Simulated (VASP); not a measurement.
# Be16Se3S13 (P1) in VASP: notebook

Be16Se3S13 is run at these levels: PBEsol; tasks: single point, relaxation of volume and atoms at fixed shape.

Program: VASP 6.6.1. These are calculated values, not measurements. Logs are shortened: lines on timing, memory, paths and dates and some standing lists are left out, and cuts for length are marked.

## Step 1: The cell of the first run

The typed cell holds 64 atoms: a = 9.786 Å, b = 9.786 Å, c = 9.786 Å, α = 90.00°, β = 90.00°, γ = 90.00°.

## Step 2: Single point, PBEsol

Input file INCAR:

```
PREC = Accurate
ENCUT = 500
EDIFF = 1E-6
ISMEAR = -1
SIGMA = 0.05
LREAL = Auto
LASPH = True
NELM = 120
ALGO = Normal
ISIF = 2
LWAVE = False
LCHARG = False
GGA = PS
NBANDS = 166
ISYM = -1
GGA_COMPAT = False
```

Input file KPOINTS:

```
explicit points
1
Reciprocal
  0.25000000   0.25000000   0.25000000 1
```

Input file POSCAR:

```
Be16Se3S13
1.0
    9.7859659097      0.0000000000      0.0000000000
    0.0000000000      9.7859659097      0.0000000000
    0.0000000000      0.0000000000      9.7859659097
Be S Se
32 26 6
Direct
    0.9998070000      0.9997530000      0.0010180000
    0.0098890000      0.9996930000      0.4995940000
    0.9897240000      0.4999740000      0.0001840000
    0.9997880000      0.4997170000      0.4890260000
    0.4998180000      0.9998450000      0.9995700000
    0.4994240000      0.9997820000      0.4992570000
    0.5003930000      0.4999040000      0.0008250000
    0.4997860000      0.4999670000      0.4994880000
    0.2564440000      0.2442130000      0.0050870000
    0.2514550000      0.2494440000      0.4997260000
    0.2556550000      0.7551720000      0.9955960000
    0.2565350000      0.7553990000      0.4941770000
    0.7485200000      0.2496590000      0.0003400000
    0.7383140000      0.2492140000      0.4988090000
    0.7474540000      0.7506350000      0.0006220000
    0.7437170000      0.7450690000      0.4951040000
    0.2510980000      0.0003620000      0.2488930000
    0.2518190000      0.9997850000      0.7497480000
    0.2563750000      0.4955400000      0.2536490000
    0.2611000000      0.4994150000      0.7496440000
    0.7440510000      0.9947860000      0.2438840000
    0.7435750000      0.0044990000      0.7548010000
    0.7477840000      0.4993420000      0.2486950000
    0.7433520000      0.5050280000      0.7544810000
    0.0047660000      0.2544000000      0.2432330000
    0.9997650000      0.2387390000      0.7492500000
    0.9948440000      0.7559950000      0.2538140000
    0.9999530000      0.7497970000      0.7603120000
    0.5002790000      0.2488060000      0.2495810000
    0.4992030000      0.2499500000      0.7506560000
    0.4993380000      0.7492450000      0.2479930000
    0.5004720000      0.7513660000      0.7488810000
    0.1269500000      0.1236840000      0.1247760000
    0.1296800000      0.1237220000      0.6249110000
    0.6233770000      0.1248610000      0.1236720000
    0.6207350000      0.1250090000      0.6262000000
    0.6244490000      0.6251780000      0.1248900000
    0.6220910000      0.6253050000      0.6248330000
    0.3781600000      0.3735640000      0.1261840000
    0.3781820000      0.3736540000      0.6235530000
    0.3767100000      0.8765320000      0.1247620000
    0.3769040000      0.8765180000      0.6246540000
    0.8719610000      0.3749620000      0.1250500000
    0.8731780000      0.8751680000      0.1236170000
    0.3756810000      0.1248120000      0.3745260000
    0.3768320000      0.1237140000      0.8752130000
    0.3780000000      0.6252410000      0.3743580000
    0.3794190000      0.6267650000      0.8751470000
    0.8732710000      0.1235990000      0.8779030000
    0.8719340000      0.6253920000      0.3717890000
    0.8705160000      0.6265420000      0.8777840000
    0.1282770000      0.3735640000      0.3730390000
    0.1284200000      0.8766640000      0.3732330000
    0.1269420000      0.8777970000      0.8764880000
    0.6219660000      0.3762120000      0.3732860000
    0.6233260000      0.3749800000      0.8765570000
    0.6220070000      0.8737910000      0.3731680000
    0.6232270000      0.8754070000      0.8763850000
    0.1256510000      0.6264640000      0.1260230000
    0.1278910000      0.6263960000      0.6236040000
    0.8725210000      0.3749890000      0.6248350000
    0.8734180000      0.8752190000      0.6260440000
    0.8747200000      0.1249140000      0.3720680000
    0.1266120000      0.3726720000      0.8762300000
```

Potentials or basis: VASP PAW PBE potentials, release 64 (Be, S, Se).

The run is started by

```sh
$ cat potpaw_PBE.64/Be/POTCAR potpaw_PBE.64/S/POTCAR potpaw_PBE.64/Se/POTCAR > POTCAR
$ mpirun -np 1 vasp_std > vasp.out
```

OUTCAR:

```text
PREC = Accurate
   ENCUT = 500
   EDIFF = 1E-6
   ISMEAR = -1
   LREAL = Auto
   LASPH = True
   NELM = 120
   ISIF = 2
   GGA = PS
   ISYM = -1

 ion  position               nearest neighbor table
   1  1.000  1.000  0.001-  49 2.11  54 2.11  44 2.11  33 2.12
   2  0.010  1.000  0.500-  53 2.08  34 2.09  62 2.19  63 2.19
   3  0.990  0.500  0.000-  43 2.08  51 2.08  64 2.19  59 2.20
   4  1.000  0.500  0.489-  52 2.10  50 2.10  61 2.19  60 2.20
   5  0.500  1.000  1.000-  58 2.10  46 2.10  41 2.10  35 2.11
   6  0.499  1.000  0.499-  42 2.10  45 2.11  36 2.11  57 2.12
[... 56 lines left out ...]
  63  0.875  0.125  0.372-  14 2.19   2 2.19  25 2.19  21 2.20
  64  0.127  0.373  0.876-   9 2.19  26 2.19  20 2.19   3 2.19

IMPORTANT INFORMATION: All symmetrisations will be switched off!
NOSYMM: (Re-)initialisation of all symmetry stuff for point group C_1.

----------------------------------------------------------------------------------------

                                     Primitive cell

  volume of cell :     937.1543

  direct lattice vectors                    reciprocal lattice vectors
     9.785965910  0.000000000  0.000000000     0.102187153  0.000000000  0.000000000
     0.000000000  9.785965910  0.000000000     0.000000000  0.102187153  0.000000000
     0.000000000  0.000000000  9.785965910     0.000000000  0.000000000  0.102187153

  length of vectors
     9.785965910  9.785965910  9.785965910     0.102187153  0.102187153  0.102187153

  position of ions in fractional coordinates (direct lattice)
     0.999807000  0.999753000  0.001018000
     0.009889000  0.999693000  0.499594000
     0.989724000  0.499974000  0.000184000
     0.999788000  0.499717000  0.489026000
     0.499818000  0.999845000  0.999570000
     0.499424000  0.999782000  0.499257000
[... 56 lines left out ...]
     0.874720000  0.124914000  0.372068000
     0.126612000  0.372672000  0.876230000

  ion indices of the primitive-cell ions
   primitive index   ion index
                 1           1
                 2           2
                 3           3
                 4           4
                 5           5
                 6           6
[... 56 lines left out ...]
                63          63
                64          64

----------------------------------------------------------------------------------------

 KPOINTS: explicit points

Read explicit list of k-points.

 Found      1 k-points:

 Following reciprocal coordinates:
            Coordinates               Weight
  0.250000  0.250000  0.250000      1.000000
   k-points           NKPTS =      1   k-points in BZ     NKDIM =      1   number of bands    NBANDS=    166
   number of dos      NEDOS =    301   number of ions     NIONS =     64
   total plane-waves  NPLWV = 373248
   dimension x,y,z NGX =    72 NGY =   72 NGZ =   72
   dimension x,y,z NGXF=   144 NGYF=  144 NGZF=  144
   ions per type =              32  26   6
   NGX,Y,Z   is equivalent  to a cutoff of  12.23, 12.23, 12.23 a.u.
   NGXF,Y,Z  is equivalent  to a cutoff of  24.46, 24.46, 24.46 a.u.
 SYSTEM =  unknown system
   PREC   = accura    normal or accurate (medium, high low for compatibility)
   ISTART =      0    job   : 0-new  1-cont  2-samecut
   ICHARG =      2    charge: 1-file 2-atom 10-const
   ISPIN  =      1    spin polarized calculation?
   LNONCOLLINEAR =      F non collinear calculations
   LSORBIT =      F    spin-orbit coupling
   LASPH  =      T    aspherical Exc in radial PAW
   ENCUT  =  500.0 eV  36.75 Ry    6.06 a.u.  17.84 17.84 17.84*2*pi/ulx,y,z
   NELM   =    120;   NELMIN=  2; NELMDL= -5     # of ELM steps
   EDIFF  = 0.1E-05   stopping-criterion for ELM
   LREAL  =      T    real-space projection
   EDIFFG = 0.1E-04   stopping-criterion for IOM
   NSW    =      0    number of steps for IOM
   IBRION =     -1    ionic relax: 0-MD 1-quasi-New 2-CG
   NFREE  =      0    steps in history (QN), initial steepest desc. (CG)
   ISIF   =      2    stress and relaxation
   ISYM   =     -1    0-nonsym 1-usesym 2-fastsym
   POTIM  = 0.5000    time-step for ionic-motion
   TEBEG  =    0.0;   TEEND  =   0.0 temperature during run
   PSTRESS=    0.0 pullay stress
   NELECT =     256.0000    total number of electrons
   NUPDOWN=      -1.0000    fix difference up-down
   EMIN   =  10.00;   EMAX   =-10.00  energy-range for DOS
   EFERMI =   0.00;   METHOD = LEGACY
   ISMEAR =    -1;   SIGMA  =   0.05  broadening in eV -4-tet -1-fermi 0-gaus
   EFERMI_NEDOS =   21; number of points for ismear=-14 and -15
   IALGO  =     38    algorithm
   IMIX   =      4    mixing-type and parameters
     AMIX     =   0.40;   BMIX     =  1.00
     AMIX_MAG =   1.60;   BMIX_MAG =  1.00
  volume/ion in A,a.u.               =      14.64        98.82
  Fermi-wavevector in a.u.,A,eV,Ry     =   1.062228  2.007320 15.351842  1.128329
  Thomas-Fermi vector in A             =   2.197672
   LORBIT       =      0    0 simple, 1 ext, 2 COOP (PROOUT), +10 PAW based schemes
   GGA     = PS    functional components
   LHFCALC =     F    Hartree Fock is set to
   AEXX    =    0.0000 exact exchange contribution
   IVDW    =     0    specifies the selected vdW correction
   LEPSILON=     F    determine dielectric tensor
   LRPA    =     F    only Hartree local field effects (RPA)
 non-spin polarized calculation
  energy-cutoff  :      500.00
  volume of cell :      937.15
 maximum number of plane-waves:     23790
 NGX is ok and might be reduce to    72
   NGX = 35   NGY = 35   NGZ = 35

 number of electron     255.9999987 magnetization

 Free energy of the ion-electron system (eV)
  ---------------------------------------------------
  ext. energy  EPLUGINS =         0.00000000
  ---------------------------------------------------
  free energy    TOTEN  =      -330.90918354 eV

  energy without entropy =     -330.90918354  energy(sigma->0) =     -330.90918354

 E-fermi :   5.1666     XC(G=0):  -9.8737

 val. band max:        3.9244269222   @ k =   0.2500   0.2500   0.2500
 cond. band min:       7.4597336772   @ k =   0.2500   0.2500   0.2500
 fundamental gap:      3.5353067550
 Fermi energy:         5.1665637504

 k-point     1 :       0.2500    0.2500    0.2500
  band No.  band energies     occupation
      1      -9.5722      2.00000
      2      -9.1462      2.00000
      3      -9.1362      2.00000
      4      -9.1067      2.00000
      5      -8.7698      2.00000
      6      -8.7559      2.00000
[... 132 lines left out ...]
    139       9.0688      0.00000
    140       9.0835      0.00000
 [bands above 140 left out]

------------------------ aborting loop because EDIFF is reached ----------------------------------------

  FORCE on cell =-STRESS in cart. coord.  units (eV):
  Direction    XX          YY          ZZ          XY          YZ          ZX
  --------------------------------------------------------------------------------------
  -------------------------------------------------------------------------------------
  Total        0.7964203      0.7379119      0.7116070     -3.6597468     -3.6485230     -3.6580323
  in kB        1.3615757      1.2615487      1.2165772     -6.2567748     -6.2375865     -6.2538436
  external PRESSURE =       1.2799005 kB  Pullay stress =       0.0000000 kB

 VOLUME and BASIS-vectors are now :
 -----------------------------------------------------------------------------
  energy-cutoff  :      500.00
  volume of cell :      937.15
      direct lattice vectors                 reciprocal lattice vectors
     9.785965910  0.000000000  0.000000000     0.102187153  0.000000000  0.000000000
     0.000000000  9.785965910  0.000000000     0.000000000  0.102187153  0.000000000
     0.000000000  0.000000000  9.785965910     0.000000000  0.000000000  0.102187153

 POSITION                                       TOTAL-FORCE (eV/Angst)
 -----------------------------------------------------------------------------------
      9.78408      9.78355      0.00996        -0.001933     -0.001769     -0.000776
      0.09677      9.78296      4.88901         0.016761      0.012131     -0.000176
      9.68541      4.89273      0.00180        -0.019817     -0.011199     -0.009401
      9.78389      4.89021      4.78559         0.004667      0.000993      0.000385
      4.89120      9.78445      9.78176        -0.006335     -0.002821      0.005081
      4.88735      9.78383      4.88571        -0.006088      0.000234      0.011590
[... 56 lines left out ...]
      8.55998      1.22240      3.64104         0.007986     -0.001019     -0.008630
      1.23902      3.64696      8.57476         0.011248     -0.024489      0.016106
 -----------------------------------------------------------------------------------
    total drift:                                0.002024     -0.001769      0.009625

  FREE ENERGIE OF THE ION-ELECTRON SYSTEM (eV)
  ---------------------------------------------------
  free  energy   TOTEN  =      -330.9091835393 eV

  energy  without entropy=     -330.9091835392  energy(sigma->0) =     -330.90918354
```

Run time: 2.9 min. Hardware: 1 thread of AMD EPYC 9R45 (Zen 5), shared host; peak memory 0.74 GiB.

Results:

| Quantity | Value |
| --- | --- |
| Free energy | -330.9092 eV |
| Pressure | 0.1 GPa |
| Largest force | 0.031 eV/Å |
| Band gap on the k mesh | 3.54 eV |

Forces on the atoms (eV/Å):
```
Be  -0.002 -0.002 -0.001
Be   0.017  0.012  0.000
Be  -0.020 -0.011 -0.009
Be   0.005  0.001  0.000
Be  -0.006 -0.003  0.005
Be  -0.006  0.000  0.012
Be  -0.013 -0.008  0.008
Be  -0.004 -0.009 -0.009
Be  -0.021 -0.013 -0.002
Be  -0.010  0.000  0.001
Be  -0.005 -0.008  0.003
Be  -0.003 -0.005  0.001
Be   0.009  0.009  0.003
Be  -0.007  0.010  0.004
Be   0.020 -0.007 -0.003
Be  -0.003 -0.016  0.000
Be  -0.011 -0.014 -0.008
Be  -0.007 -0.005 -0.012
Be  -0.003 -0.005 -0.004
Be  -0.002 -0.010 -0.025
Be  -0.015  0.002 -0.011
Be  -0.013  0.002 -0.001
Be   0.004  0.006 -0.004
Be   0.014 -0.007  0.000
Be   0.006 -0.002 -0.004
Be  -0.003  0.004 -0.004
Be   0.005 -0.004  0.004
Be  -0.009 -0.014  0.001
Be  -0.004  0.010 -0.001
Be  -0.008 -0.014 -0.027
Be  -0.005 -0.008  0.006
Be  -0.004 -0.006 -0.004
S    0.011  0.005  0.007
S    0.014 -0.015 -0.002
S    0.006 -0.011 -0.005
S   -0.019  0.001  0.017
S    0.002 -0.004 -0.001
S   -0.010  0.010  0.000
S    0.026  0.006  0.007
S    0.010  0.008  0.019
S    0.011  0.014 -0.005
S    0.011  0.013  0.003
S   -0.006  0.005 -0.022
S    0.000  0.004 -0.008
S    0.000  0.014  0.007
S    0.010 -0.001  0.004
S    0.022  0.007  0.013
S    0.028 -0.002 -0.001
S    0.010 -0.002  0.005
S   -0.001  0.001  0.004
S   -0.015  0.019  0.014
S    0.009  0.002  0.005
S    0.000  0.009 -0.009
S   -0.004  0.021  0.004
S   -0.008  0.000  0.011
S    0.000  0.018  0.008
S   -0.001 -0.005 -0.006
S    0.004  0.012 -0.004
Se  -0.006  0.013  0.004
Se   0.009  0.008 -0.011
Se  -0.031 -0.003  0.000
Se  -0.001 -0.008  0.017
Se   0.008 -0.001 -0.009
Se   0.011 -0.024  0.016
```

Caveat: the PAW data sets were made with another functional, which shifts forces and pressure a little; a shifted mesh leaves out Γ, where band edges can lie. A k mesh can miss the band edges.

(Part 1 of 2 ends here.)
